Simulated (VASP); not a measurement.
# P (P2/m) in VASP: single point with PBEsol

Aim: the single point of P with PBEsol.

All numbers are computed with VASP 6.6.1; they aren't measurements. Logs are shortened: lines on timing, memory, paths and dates and some standing lists are left out, and cuts for length are marked.

## (1) The cell of the first run

Symmetry: P2/m, No. 10, monoclinic system. The conventional cell has a = 2.435 Å, b = 2.435 Å, c = 9.635 Å, α = 90.00°, β = 95.81°, γ = 90.00°. Within 3.2 Å of P (site symmetry m) lie 6 P at 2.40 to 2.43 Å. Within 3.2 Å of P (site symmetry m) lie 7 P at 2.40 to 2.81 Å.

## (2) Single point, PBEsol

Contents of INCAR:

```
SYSTEM = P
PREC = Accurate
ENCUT = 520
EDIFF = 1E-6
ISMEAR = 0
SIGMA = 0.15
LREAL = .False.
LASPH = .True.
NELM = 80
ALGO = Normal
ISIF = 2
LWAVE = .False.
LCHARG = .False.
GGA = PS
NBANDS = 18
```

Contents of KPOINTS:

```
Automatic mesh
0
Gamma
  24 24 6
  0 0 0
```

Contents of POSCAR:

```
P
1.0
   -2.4347371633      0.0000000000     -0.0052449062
    0.0000000000     -2.4346254889      0.0000000000
   -1.4806467121      0.0000000000      9.5827481618
P
4
Direct
    0.6250000000      0.0000000000      0.6250000000
    0.9250000000      0.0000000000      0.1250000000
   -0.5250000000      0.0000000000      0.8750000000
   -0.2250000000      0.0000000000      0.3750000000
```

Potentials or basis: VASP PAW PBE potentials, release 64 (P).

On the command line:

```console
> cat potpaw_PBE.64/P/POTCAR > POTCAR
> mpirun -np 1 vasp_std > vasp.out
```

OUTCAR:

```text
SYSTEM = P
   PREC = Accurate
   ENCUT = 520
   EDIFF = 1E-6
   ISMEAR = 0
   LREAL = .False.
   LASPH = .True.
   NELM = 80
   ISIF = 2
   GGA = PS

 ion  position               nearest neighbor table
   1  0.625  0.000  0.625-   3 2.40   4 2.40
   2  0.925  0.000  0.125-   4 2.40   3 2.59   3 2.81
   3  0.475  0.000  0.875-   1 2.40   2 2.59   2 2.81
   4  0.775  0.000  0.375-   1 2.40   2 2.40

  LATTYP: Found a simple monoclinic cell.
 ALAT       =     2.4347428126
 B/A-ratio  =     0.9999518127
 C/A-ratio  =     3.9574390855
 COS(beta)  =    -0.1011632160

  Lattice vectors:

 A1 = (  -2.4347371633,   0.0000000000,  -0.0052449062)
 A2 = (   0.0000000000,  -2.4346254889,   0.0000000000)
 A3 = (   0.9540904512,   0.0000000000,   9.5879930680)

Analysis of symmetry for initial positions (statically):
=====================================================================
 Subroutine PRICEL returns:
 Original cell was already a primitive cell.

 Routine SETGRP: Setting up the symmetry group for a
 simple monoclinic supercell.

 Subroutine GETGRP returns: Found  4 space group operations
 (whereof  2 operations were pure point group operations)
 out of a pool of  4 trial point group operations.

The static configuration has the point symmetry C_1h.
 The point group associated with its full space group is C_2h.

Analysis of symmetry for dynamics (positions and initial velocities):
=====================================================================
 Subroutine PRICEL returns:
 Original cell was already a primitive cell.

 Routine SETGRP: Setting up the symmetry group for a
 simple monoclinic supercell.

 Subroutine GETGRP returns: Found  4 space group operations
 (whereof  2 operations were pure point group operations)
 out of a pool of  4 trial point group operations.

The dynamic configuration has the point symmetry C_1h.
 The point group associated with its full space group is C_2h.

 Subroutine INISYM returns: Found  4 space group operations
 (whereof  2 operations are pure point group operations),
 and found     1 'primitive' translations

----------------------------------------------------------------------------------------

[... 86 lines left out ...]
 SYSTEM =  P
   PREC   = accura    normal or accurate (medium, high low for compatibility)
   ISTART =      0    job   : 0-new  1-cont  2-samecut
   ICHARG =      2    charge: 1-file 2-atom 10-const
   ISPIN  =      1    spin polarized calculation?
   LNONCOLLINEAR =      F non collinear calculations
   LSORBIT =      F    spin-orbit coupling
   LASPH  =      T    aspherical Exc in radial PAW
   ENCUT  =  520.0 eV  38.22 Ry    6.18 a.u.   4.53  4.53 18.03*2*pi/ulx,y,z
   NELM   =     80;   NELMIN=  2; NELMDL= -5     # of ELM steps
   EDIFF  = 0.1E-05   stopping-criterion for ELM
   LREAL  =      F    real-space projection
   EDIFFG = 0.1E-04   stopping-criterion for IOM
   NSW    =      0    number of steps for IOM
   IBRION =     -1    ionic relax: 0-MD 1-quasi-New 2-CG
   NFREE  =      0    steps in history (QN), initial steepest desc. (CG)
   ISIF   =      2    stress and relaxation
   ISYM   =      2    0-nonsym 1-usesym 2-fastsym
   POTIM  = 0.5000    time-step for ionic-motion
   TEBEG  =    0.0;   TEEND  =   0.0 temperature during run
   PSTRESS=    0.0 pullay stress
   NELECT =      20.0000    total number of electrons
   NUPDOWN=      -1.0000    fix difference up-down
   EMIN   =  10.00;   EMAX   =-10.00  energy-range for DOS
   EFERMI =   0.00;   METHOD = LEGACY
   ISMEAR =     0;   SIGMA  =   0.15  broadening in eV -4-tet -1-fermi 0-gaus
   EFERMI_NEDOS =   21; number of points for ismear=-14 and -15
   IALGO  =     38    algorithm
   IMIX   =      4    mixing-type and parameters
     AMIX     =   0.40;   BMIX     =  1.00
     AMIX_MAG =   1.60;   BMIX_MAG =  1.00
  volume/ion in A,a.u.               =      14.21        95.86
  Fermi-wavevector in a.u.,A,eV,Ry     =   1.155878  2.184292 18.178108  1.336053
  Thomas-Fermi vector in A             =   2.292503
   LORBIT       =      0    0 simple, 1 ext, 2 COOP (PROOUT), +10 PAW based schemes
   GGA     = PS    functional components
   LHFCALC =     F    Hartree Fock is set to
   AEXX    =    0.0000 exact exchange contribution
   IVDW    =     0    specifies the selected vdW correction
   LEPSILON=     F    determine dielectric tensor
   LRPA    =     F    only Hartree local field effects (RPA)
 non-spin polarized calculation
 Gauss-broadening in eV      SIGMA  =   0.15
  energy-cutoff  :      520.00
  volume of cell :       56.82
 maximum number of plane-waves:      1563
   NGX =  9   NGY =  9   NGZ = 35

 number of electron      19.9999994 magnetization

 Free energy of the ion-electron system (eV)
  ---------------------------------------------------
  ext. energy  EPLUGINS =         0.00000000
  ---------------------------------------------------
  free energy    TOTEN  =       -22.75525672 eV

  energy without entropy =      -22.73957842  energy(sigma->0) =      -22.74741757

 E-fermi :   9.9857     XC(G=0): -11.5006

 val. band max:        9.9855047905   @ k =  -0.1250   0.1667   0.3333
 cond. band min:       9.9866603149   @ k =   0.5000   0.4583   0.0000
 fundamental gap:      0.0011555244
 Fermi energy:         9.9856993719

 k-point     1 :       0.0000    0.0000    0.0000
  band No.  band energies     occupation
      1      -6.7995      2.00000
      2      -5.3448      2.00000
      3      -5.3055      2.00000
      4      -2.1482      2.00000
      5       1.0759      2.00000
      6       6.9351      2.00000
[... 481 lines left out ...]
      5       2.3180      2.00000
      6       2.6202      2.00000
[... 10 lines left out ...]
     17      18.6804      0.00000
     18      19.5551      0.00000

 [... further k-points ...]
[... 5 lines left out ...]
  --------------------------------------------------------------------------------------
  -------------------------------------------------------------------------------------
  Total       -0.0788631     -0.1857412      1.0909637      0.0000000      0.0000000     -1.0036461
  in kB       -2.2236453     -5.2372091     30.7611117      0.0000000      0.0000000    -28.2990812
  external PRESSURE =       7.7667524 kB  Pullay stress =       0.0000000 kB

 VOLUME and BASIS-vectors are now :
 -----------------------------------------------------------------------------
  energy-cutoff  :      520.00
  volume of cell :       56.82
      direct lattice vectors                 reciprocal lattice vectors
    -2.434737163  0.000000000 -0.005244906    -0.410585289  0.000000000 -0.063440231
     0.000000000 -2.434625489  0.000000000     0.000000000 -0.410740791  0.000000000
    -1.480646712  0.000000000  9.582748162    -0.000224725  0.000000000  0.104319475

 POSITION                                       TOTAL-FORCE (eV/Angst)
 -----------------------------------------------------------------------------------
     -2.44711      0.00000      5.98594         0.028410      0.000000      0.260209
     -2.43721      0.00000      1.19299        -0.338692      0.000000      0.444625
     -2.45207      0.00000      8.38241         0.338692      0.000000     -0.444625
     -2.44216      0.00000      3.58947        -0.028410      0.000000     -0.260209
 -----------------------------------------------------------------------------------
    total drift:                                0.000002      0.000000      0.000001

  FREE ENERGIE OF THE ION-ELECTRON SYSTEM (eV)
  ---------------------------------------------------
  free  energy   TOTEN  =       -22.7552567215 eV

  energy  without entropy=      -22.7395784194  energy(sigma->0) =      -22.74741757
```

stdout:

```text
POSCAR found type information on POSCAR P
 POSCAR found :  1 types and       4 ions
 scaLAPACK will be used
 -----------------------------------------------------------------------------
|                                                                             |
|                                                                             |
|     You enforced a specific xc type in the INCAR file but a different       |
|     I HOPE YOU KNOW WHAT YOU ARE DOING!                                     |
|                                                                             |
 -----------------------------------------------------------------------------

 LDA part: xc-table for (Slater+PW92), standard interpolation
 POSCAR, INCAR and KPOINTS ok, starting setup
 FFT: planning ... GRIDC
 FFT: planning ... GRID_SOFT
 FFT: planning ... GRID
 WAVECAR not read
 entering main loop
```

Run time: 18 min. Hardware: 1 thread of AMD EPYC 7R13, shared host; peak memory 0.67 GiB.

What came out:

```yaml
Free_energy: -22.7553 eV
Pressure: 0.8 GPa
Largest_force: 0.559 eV/Å
Band_gap_on_the_k_mesh: zero (band 10 reaches 15.21 eV, above the bottom of band 11 at 6.93 eV)
```

Forces on the atoms (eV/Å):
```
P    0.028  0.000  0.260
P   -0.339  0.000  0.445
P    0.339  0.000 -0.445
P   -0.028  0.000 -0.260
```

Caveat: the PAW data sets were made with another functional, which shifts forces and pressure a little.
